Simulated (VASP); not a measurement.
A run of VASP 6.6.1 is set up as follows.

File INCAR:

```
SYSTEM = Ca
PREC = Accurate ; ENCUT = 520
EDIFF = 1E-6 ; ISMEAR = -1
SIGMA = 0.1 ; LREAL = .FALSE.
LASPH = .TRUE. ; NELM = 100
ALGO = Normal ; ISIF = 2
LWAVE = .FALSE. ; LCHARG = .FALSE.
GGA = PS ; NBANDS = 22
```

The input KPOINTS:

```
regular mesh
0
G
  5 5 5
  0 0 0
```

POSCAR

```
Ca
1.0
    5.0498580000      0.0000000000      0.0000000000
    0.0000000000      5.0498580000      0.0000000000
    0.0000000000      0.0000000000      5.0498580000
Ca
3
Direct
    0.0000000000      0.5000000000      0.5000000000
    0.5000000000      0.5000000000      0.0000000000
    0.5000000000      0.0000000000      0.5000000000
```

Potentials or basis: VASP PAW PBE potentials, release 64 (Ca_sv).

Command:

```bash
$ cat potpaw_PBE.64/Ca_sv/POTCAR > POTCAR
$ mpirun -np 1 vasp_std > vasp.out
```

Problem. What does it give for the pressure?

Solution. 1.8 GPa.

Problem. What does it give for the band gap on the k mesh?

Solution. Zero (band 15 reaches 1.93 eV, above the bottom of band 16 at 1.38 eV).

Caveat: the PAW data sets were made with another functional, which shifts forces and pressure a little.
